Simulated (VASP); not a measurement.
Here is a VASP 6.6.1 calculation.

File INCAR:

```
PREC = Accurate ; ENCUT = 520
EDIFF = 1E-6 ; ISMEAR = 0
SIGMA = 0.1 ; LREAL = False
LASPH = True ; NELM = 150
ALGO = Normal ; ISIF = 2
LWAVE = False ; LCHARG = False
ISPIN = 2 ; MAGMOM = 0 0 0 0 0 0 0 1 0 0 0 0 0 0
LORBIT = 11 ; LMAXMIX = 4
GGA = PE ; NBANDS = 51
```

The input KPOINTS:

```
regular mesh
0
Gamma
  4 4 4
```

The input POSCAR:

```
AlAuC6N6
1.0
    0.0000000000      5.0495000000      5.0495000000
    5.0495000000      0.0000000000      5.0495000000
    5.0495000000      5.0495000000      0.0000000000
Al C Au N
1 6 1 6
Direct
    0.5000000000      0.5000000000      0.5000000000
    0.8101792300      0.1898207700      0.1898207700
    0.1898207700      0.8101792300      0.1898207700
    0.1898207700      0.1898207700      0.8101792300
    0.1898207700      0.8101792300      0.8101792300
    0.8101792300      0.1898207700      0.8101792300
    0.8101792300      0.8101792300      0.1898207700
    0.0000000000      0.0000000000      0.0000000000
    0.6943261700      0.3056738300      0.3056738300
    0.3056738300      0.6943261700      0.3056738300
    0.3056738300      0.3056738300      0.6943261700
    0.3056738300      0.6943261700      0.6943261700
    0.6943261700      0.3056738300      0.6943261700
    0.6943261700      0.6943261700      0.3056738300
```

Potentials or basis: VASP PAW PBE potentials, release 64 (Al, C, Au, N).

Launch:

```console
$ cat potpaw_PBE.64/Al/POTCAR potpaw_PBE.64/C/POTCAR potpaw_PBE.64/Au/POTCAR potpaw_PBE.64/N/POTCAR > POTCAR
$ mpirun -np 1 vasp_std > vasp.out
```

Problem. Predict the largest force.

Solution. 6.205 eV/Å.

Problem. What does it give for the site moments?

Solution. Al +0.02; C +0.14; Au +0.65; N -0.00 μB.

Problem. Predict the net moment.

Solution. 2.00 μB per cell.

Problem. What does it give for the band gap on the k mesh?

Solution. Zero (filled and empty bands overlap).

Forces in eV/Å, atoms in the order of the input:
```
Al   0.000  0.000  0.000
C    6.205  0.000  0.000
C    0.000  6.205  0.000
C    0.000  0.000  6.205
C   -6.205  0.000  0.000
C    0.000 -6.205  0.000
C    0.000  0.000 -6.205
Au   0.000  0.000  0.000
N   -0.060  0.000  0.000
N    0.000 -0.060  0.000
N    0.000  0.000 -0.060
N    0.060  0.000  0.000
N    0.000  0.060  0.000
N    0.000  0.000  0.060
```

Caveat: spin-orbit coupling is left out, which moves the levels of the heavy elements; forces of over 1 eV/Å act on the atoms, so gaps and moduli don't describe the material at rest.
